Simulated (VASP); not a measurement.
# Si (Fmmm) in VASP: further runs

Si is run at these levels: LDA; tasks: single point.

Everything below comes from runs of VASP 6.6.1. Logs are shortened: lines on timing, memory, paths and dates and some standing lists are left out, and cuts for length are marked.

### 1 The cell of the first run

The structure is orthorhombic, space group Fmmm (No. 69). The conventional cell has a = 4.795 Å, b = 4.869 Å, c = 9.104 Å, α = 90.00°, β = 90.00°, γ = 90.00°. Si (site symmetry 2mm) has 8 Si at 2.20 to 2.72 Å within 2.9 Å. Si (site symmetry mm2) has 8 Si at 2.43 to 2.72 Å within 3.2 Å.

### 2 Single point, LDA (strain -0.1000 x Voigt [0, 0, 1, 0, 0, 0])

File INCAR:

```
ALGO = Normal
EDIFF = 1E-7
ENCUT = 520
GGA = CA
ISIF = 2
ISMEAR = 0
LASPH = True
LCHARG = False
LREAL = False
LWAVE = False
NBANDS = 26
NELM = 100
PREC = Accurate
SIGMA = 0.15
```

File KPOINTS:

```
k-points
0
Gamma
  10 10 8
```

File POSCAR:

```
Si
1.0
    4.5521371120     -2.4347064072      0.0000000000
    4.5521371120      2.4347064072      0.0000000000
    0.0000000000      0.0000000000      4.7948835263
Si
8
Direct
    0.5000000000      0.5000000000      0.7705063097
    0.5000000000      0.5000000000      0.2294936903
    1.0000000000      0.0000000000      0.2705063097
    0.0000000000      1.0000000000      0.7294936903
    0.7262158285      0.7262158285      0.5000000000
    0.2262158285      0.2262158285      0.0000000000
    0.2737841715      0.2737841715      0.5000000000
    0.7737841715      0.7737841715      0.0000000000
```

Potentials or basis: VASP PAW LDA potentials, release 64 (Si).

Launch:

```
$ cat potpaw_LDA.64/Si/POTCAR > POTCAR
$ mpirun -np 1 vasp_std > vasp.out
```

OUTCAR:

```text
EDIFF = 1E-7
   ENCUT = 520
   GGA = CA
   ISIF = 2
   ISMEAR = 0
   LASPH = True
   LREAL = False
   NELM = 100
   PREC = Accurate

 ion  position               nearest neighbor table
   1  0.500  0.500  0.771-   2 2.20   5 2.43   7 2.43   4 2.44   4 2.44   2 2.59   8 2.72   6 2.72

   2  0.500  0.500  0.229-   1 2.20   5 2.43   7 2.43   3 2.44   3 2.44   1 2.59   6 2.72   8 2.72

   3  0.000  0.000  0.271-   4 2.20   6 2.43   8 2.43   2 2.44   2 2.44   4 2.59   5 2.72   7 2.72

   4  0.000  0.000  0.729-   3 2.20   6 2.43   8 2.43   1 2.44   1 2.44   3 2.59   7 2.72   5 2.72

   5  0.726  0.726  0.500-   1 2.43   2 2.43   8 2.44   8 2.44   7 2.47   7 2.47   3 2.72   4 2.72

   6  0.226  0.226  0.000-   3 2.43   4 2.43   7 2.44   7 2.44   8 2.47   8 2.47   1 2.72   2 2.72

   7  0.274  0.274  0.500-   1 2.43   2 2.43   6 2.44   6 2.44   5 2.47   5 2.47   3 2.72   4 2.72

   8  0.774  0.774  0.000-   3 2.43   4 2.43   5 2.44   5 2.44   6 2.47   6 2.47   1 2.72   2 2.72

  LATTYP: Found a base centered orthorhombic cell.
 ALAT       =     4.8694128144
 B/A-ratio  =     1.8696862581
 C/A-ratio  =     0.9846943993

  Lattice vectors:

 A1 = (  -4.5521371120,  -2.4347064072,   0.0000000000)
 A2 = (   4.5521371120,  -2.4347064072,   0.0000000000)
 A3 = (   0.0000000000,   0.0000000000,   4.7948835263)

Analysis of symmetry for initial positions (statically):
=====================================================================
 Subroutine PRICEL returns following result:

  LATTYP: Found a face centered orthorhombic cell.
 ALAT       =     4.7948835263
 B/A-ratio  =     1.0155435033
 C/A-ratio  =     1.8987477327

  Lattice vectors:

 A1 = (   4.5521371120,  -2.4347064072,   0.0000000000)
 A2 = (   4.5521371120,   0.0000000000,   2.3974417631)
 A3 = (   0.0000000000,  -2.4347064072,   2.3974417631)

   2 primitive cells build up your supercell.

 Routine SETGRP: Setting up the symmetry group for a
 base centered orthorhombic supercell.

 Subroutine GETGRP returns: Found  8 space group operations
 (whereof  8 operations were pure point group operations)
 out of a pool of  8 trial point group operations.

The static configuration has the point symmetry D_2h.

Analysis of symmetry for dynamics (positions and initial velocities):
=====================================================================
 Subroutine PRICEL returns following result:

  LATTYP: Found a face centered orthorhombic cell.
 ALAT       =     4.7948835263
 B/A-ratio  =     1.0155435033
 C/A-ratio  =     1.8987477327

  Lattice vectors:

 A1 = (   4.5521371120,  -2.4347064072,   0.0000000000)
 A2 = (   4.5521371120,   0.0000000000,   2.3974417631)
 A3 = (   0.0000000000,  -2.4347064072,   2.3974417631)

   2 primitive cells build up your supercell.

 Routine SETGRP: Setting up the symmetry group for a
 base centered orthorhombic supercell.

 Subroutine GETGRP returns: Found  8 space group operations
 (whereof  8 operations were pure point group operations)
 out of a pool of  8 trial point group operations.

The dynamic configuration has the point symmetry D_2h.

 Subroutine INISYM returns: Found  8 space group operations
 (whereof  8 operations are pure point group operations),
 and found     2 'primitive' translations

----------------------------------------------------------------------------------------

                                     Primitive cell

  volume of cell :      53.1423

  direct lattice vectors                    reciprocal lattice vectors
     4.552137112 -2.434706407  0.000000000     0.109838519 -0.205363570 -0.208555639
     4.552137112  0.000000000  2.397441763     0.109838519  0.205363570  0.208555639
     0.000000000 -2.434706407  2.397441763    -0.109838519 -0.205363570  0.208555639

  length of vectors
     5.162339351  5.144869220  3.416946341     0.312624617  0.312624617  0.312624617

  position of ions in fractional coordinates (direct lattice)
     0.729493690  0.270506310  0.270506310
     0.270506310  0.729493690  0.729493690
     0.226215829  0.226215829  0.773784171
     0.773784171  0.773784171  0.226215829

  ion indices of the primitive-cell ions
   primitive index   ion index
                 1           1
                 2           2
                 3           5
                 4           7

----------------------------------------------------------------------------------------

 KPOINTS: k-points

Automatic generation of k-mesh.
 Grid dimensions read from file:
 generate k-points for:   10   10    8

 Generating k-lattice:

  Cartesian coordinates                     Fractional coordinates (reciprocal lattice)
     0.010983852 -0.020536357  0.000000000     0.100000000  0.000000000  0.000000000
     0.010983852  0.020536357  0.000000000     0.000000000  0.100000000  0.000000000
     0.000000000  0.000000000  0.026069455     0.000000000  0.000000000  0.125000000

  Length of vectors
     0.023289203  0.023289203  0.026069455

  Shift w.r.t. Gamma in fractional coordinates (k-lattice)
     0.000000000  0.000000000  0.000000000

 Subroutine IBZKPT returns following result:
 ===========================================

 Found    155 irreducible k-points:

 Following reciprocal coordinates:
            Coordinates               Weight
  0.000000  0.000000  0.000000      1.000000
  0.100000  0.000000  0.000000      4.000000
  0.200000  0.000000  0.000000      4.000000
  0.300000  0.000000  0.000000      4.000000
  0.400000  0.000000  0.000000      4.000000
  0.500000  0.000000  0.000000      2.000000
[... 16 lines left out ...]
  0.300000  0.300000  0.000000      2.000000
  0.400000  0.300000  0.000000      4.000000
 [... further k-points ...]
   k-points           NKPTS =    155   k-points in BZ     NKDIM =    155   number of bands    NBANDS=     26
   number of dos      NEDOS =    301   number of ions     NIONS =      8
   total plane-waves  NPLWV =  57600
   dimension x,y,z NGX =    40 NGY =   40 NGZ =   36
   dimension x,y,z NGXF=    80 NGYF=   80 NGZF=   72
   ions per type =               8
   NGX,Y,Z   is equivalent  to a cutoff of  12.88, 12.88, 12.48 a.u.
   NGXF,Y,Z  is equivalent  to a cutoff of  25.76, 25.76, 24.96 a.u.
 SYSTEM =  unknown system
   PREC   = accura    normal or accurate (medium, high low for compatibility)
   ISTART =      0    job   : 0-new  1-cont  2-samecut
   ICHARG =      2    charge: 1-file 2-atom 10-const
   ISPIN  =      1    spin polarized calculation?
   LNONCOLLINEAR =      F non collinear calculations
   LSORBIT =      F    spin-orbit coupling
   LASPH  =      T    aspherical Exc in radial PAW
   ENCUT  =  520.0 eV  38.22 Ry    6.18 a.u.   9.60  9.60  8.92*2*pi/ulx,y,z
   NELM   =    100;   NELMIN=  2; NELMDL= -5     # of ELM steps
   EDIFF  = 0.1E-06   stopping-criterion for ELM
   LREAL  =      F    real-space projection
   EDIFFG = 0.1E-05   stopping-criterion for IOM
   NSW    =      0    number of steps for IOM
   IBRION =     -1    ionic relax: 0-MD 1-quasi-New 2-CG
   NFREE  =      0    steps in history (QN), initial steepest desc. (CG)
   ISIF   =      2    stress and relaxation
   ISYM   =      2    0-nonsym 1-usesym 2-fastsym
   POTIM  = 0.5000    time-step for ionic-motion
   TEBEG  =    0.0;   TEEND  =   0.0 temperature during run
   PSTRESS=    0.0 pullay stress
   NELECT =      32.0000    total number of electrons
   NUPDOWN=      -1.0000    fix difference up-down
   EMIN   =  10.00;   EMAX   =-10.00  energy-range for DOS
   EFERMI =   0.00;   METHOD = LEGACY
   ISMEAR =     0;   SIGMA  =   0.15  broadening in eV -4-tet -1-fermi 0-gaus
   EFERMI_NEDOS =   21; number of points for ismear=-14 and -15
   IALGO  =     38    algorithm
   IMIX   =      4    mixing-type and parameters
     AMIX     =   0.40;   BMIX     =  1.00
     AMIX_MAG =   1.60;   BMIX_MAG =  1.00
  volume/ion in A,a.u.               =      13.29        89.66
  Fermi-wavevector in a.u.,A,eV,Ry     =   1.097240  2.073482 16.380528  1.203935
  Thomas-Fermi vector in A             =   2.233596
   LORBIT       =      0    0 simple, 1 ext, 2 COOP (PROOUT), +10 PAW based schemes
   GGA     = CA    functional components
   LHFCALC =     F    Hartree Fock is set to
   AEXX    =    0.0000 exact exchange contribution
   IVDW    =     0    specifies the selected vdW correction
   LEPSILON=     F    determine dielectric tensor
   LRPA    =     F    only Hartree local field effects (RPA)
 non-spin polarized calculation
 Gauss-broadening in eV      SIGMA  =   0.15
  energy-cutoff  :      520.00
  volume of cell :      106.28
 maximum number of plane-waves:      2888
 NGX is ok and might be reduce to    40
   NGX = 19   NGY = 19   NGZ = 17

 number of electron      31.9999999 magnetization

 Free energy of the ion-electron system (eV)
  ---------------------------------------------------
  ext. energy  EPLUGINS =         0.00000000
  ---------------------------------------------------
  free energy    TOTEN  =       -44.95123601 eV

  energy without entropy =      -44.91879445  energy(sigma->0) =      -44.93501523

 E-fermi :  10.9946     XC(G=0): -11.5388

 val. band max:       10.9805192357   @ k =   0.4000   0.3000   0.3750
 cond. band min:      10.9998563879   @ k =   0.5000   0.2000   0.0000
 fundamental gap:      0.0193371522
 Fermi energy:        10.9945772713

 k-point     1 :       0.0000    0.0000    0.0000
  band No.  band energies     occupation
      1      -4.0302      2.00000
      2       2.1025      2.00000
      3       2.1699      2.00000
      4       2.4076      2.00000
      5       2.5454      2.00000
      6       2.7744      2.00000
[... 18 lines left out ...]
     25      18.2921      0.00000
     26      18.3644      0.00000

 k-point     2 :       0.1000    0.0000    0.0000
  band No.  band energies     occupation
      1      -3.9531      2.00000
      2       1.8288      2.00000
      3       2.1058      2.00000
      4       2.2001      2.00000
      5       2.2443      2.00000
      6       2.5622      2.00000
[... 18 lines left out ...]
     25      17.7907      0.00000
     26      18.6469      0.00000

 k-point     3 :       0.2000    0.0000    0.0000
  band No.  band energies     occupation
      1      -3.7220      2.00000
      2       0.7363      2.00000
      3       1.7118      2.00000
      4       2.1030      2.00000
      5       2.4219      2.00000
      6       2.4671      2.00000
[... 18 lines left out ...]
     25      17.8322      0.00000
     26      17.9289      0.00000

 k-point     4 :       0.3000    0.0000    0.0000
  band No.  band energies     occupation
      1      -3.3378      2.00000
      2      -0.3334      2.00000
      3       1.4314      2.00000
      4       1.7105      2.00000
      5       2.7825      2.00000
      6       2.8371      2.00000
[... 18 lines left out ...]
     25      16.8601      0.00000
     26      17.1589      0.00000
[... 496 lines left out ...]
      1      -3.0786      2.00000
      2      -0.3214      2.00000
      3      -0.0660      2.00000
      4       3.0288      2.00000
      5       3.0854      2.00000
      6       3.3446      2.00000
[... 18 lines left out ...]
     25      16.2522      0.00000
     26      17.3653      0.00000

 k-point    23 :       0.3000    0.3000    0.0000
  band No.  band energies     occupation
      1      -3.4076      2.00000
      2      -0.6497      2.00000
      3       1.2206      2.00000
      4       2.7160      2.00000
      5       2.7724      2.00000
      6       3.3306      2.00000
[... 18 lines left out ...]
     25      16.3946      0.00000
     26      16.4822      0.00000

 k-point    24 :       0.4000    0.3000    0.0000
  band No.  band energies     occupation
      1      -3.1248      2.00000
      2      -1.0480      2.00000
      3       0.6358      2.00000
      4       2.9816      2.00000
      5       3.0464      2.00000
      6       3.7930      2.00000
[... 18 lines left out ...]
     25      15.7204      0.00000
     26      15.7392      0.00000

 [... further k-points ...]

------------------------ aborting loop because EDIFF is reached ----------------------------------------

  FORCE on cell =-STRESS in cart. coord.  units (eV):
  Direction    XX          YY          ZZ          XY          YZ          ZX
  --------------------------------------------------------------------------------------
  -------------------------------------------------------------------------------------
  Total        8.7342871      2.7415973     21.8139508      0.0000000      0.0000000      0.0000000
  in kB      131.6643055     41.3279878    328.8326408      0.0000000      0.0000000      0.0000000
  external PRESSURE =     167.2749780 kB  Pullay stress =       0.0000000 kB

 VOLUME and BASIS-vectors are now :
 -----------------------------------------------------------------------------
  energy-cutoff  :      520.00
  volume of cell :      106.28
      direct lattice vectors                 reciprocal lattice vectors
     4.552137112 -2.434706407  0.000000000     0.109838519 -0.205363570  0.000000000
     4.552137112  2.434706407  0.000000000     0.109838519  0.205363570  0.000000000
     0.000000000  0.000000000  4.794883526     0.000000000  0.000000000  0.208555639

 POSITION                                       TOTAL-FORCE (eV/Angst)
 -----------------------------------------------------------------------------------
      4.55214      0.00000      3.69449         0.000000      0.000000     -1.209028
      4.55214      0.00000      1.10040         0.000000      0.000000      1.209028
      0.00000      0.00000      1.29705         0.000000      0.000000     -1.209028
      0.00000      0.00000      3.49784         0.000000      0.000000      1.209028
      6.61167      0.00000      2.39744         0.381037      0.000000      0.000000
      2.05953      0.00000      0.00000         0.381037      0.000000      0.000000
      2.49261      0.00000      2.39744        -0.381037      0.000000      0.000000
      7.04474      0.00000      0.00000        -0.381037      0.000000      0.000000
 -----------------------------------------------------------------------------------
    total drift:                                0.000000     -0.000000     -0.000000

  FREE ENERGIE OF THE ION-ELECTRON SYSTEM (eV)
  ---------------------------------------------------
  free  energy   TOTEN  =       -44.9512360142 eV

  energy  without entropy=      -44.9187944528  energy(sigma->0) =      -44.93501523
```

Run time: 10 min. Hardware: 1 thread of Intel Xeon 8259CL, shared host; peak memory 0.38 GiB.

Results:

- Free energy: -44.9512 eV
- Pressure: 16.7 GPa
- Largest force: 1.209 eV/Å
- Band gap on the k mesh: zero (bands 16 and 17 overlap by 2.39 eV)

Forces on the atoms (eV/Å):
```
Si   0.000  0.000 -1.209
Si   0.000  0.000  1.209
Si   0.000  0.000 -1.209
Si   0.000  0.000  1.209
Si   0.381  0.000  0.000
Si   0.381  0.000  0.000
Si  -0.381  0.000  0.000
Si  -0.381  0.000  0.000
```

Levels at points of the mesh, in eV from the Fermi level:
| k point | band 12 | band 13 | band 14 | band 15 | band 16 | band 17 | band 18 | band 19 | band 20 | band 21 |
| --- | --- | --- | --- | --- | --- | --- | --- | --- | --- | --- |
| (0.00, 0.00, 0.00) | -2.77 | -2.55 | -1.89 | -1.73 | -1.68 | -1.46 | -1.43 | -1.08 | 0.99 | 1.39 |
| (0.50, 0.00, 0.00) | -3.74 | -3.12 | -3.12 | -1.38 | -1.38 | 1.95 | 1.95 | 2.23 | 2.23 | 2.51 |
| (0.50, 0.50, 0.00) | -2.95 | -2.71 | -2.29 | -2.19 | -0.42 | 0.26 | 0.54 | 1.81 | 2.43 | 3.46 |
| (0.00, 0.00, 0.50) | -4.99 | -4.72 | -4.72 | -1.51 | -1.51 | 3.57 | 3.57 | 4.49 | 4.49 | 4.71 |
| (0.50, 0.00, 0.50) | -1.33 | -0.44 | -0.44 | -0.18 | -0.18 | -0.11 | -0.11 | 0.41 | 0.41 | 4.03 |
| (0.50, 0.50, 0.50) | -1.86 | -1.45 | -1.45 | -0.05 | -0.05 | 0.27 | 0.27 | 1.31 | 1.31 | 1.79 |

Caveat: the cell differs from its parent crystal (strain -0.1000 x Voigt [0, 0, 1, 0, 0, 0]); the stress differs along the axes, from 4 to 33 GPa; forces of over 1 eV/Å act on the atoms, so gaps and moduli don't describe the material at rest.

(Continued in part 2 of 2.)
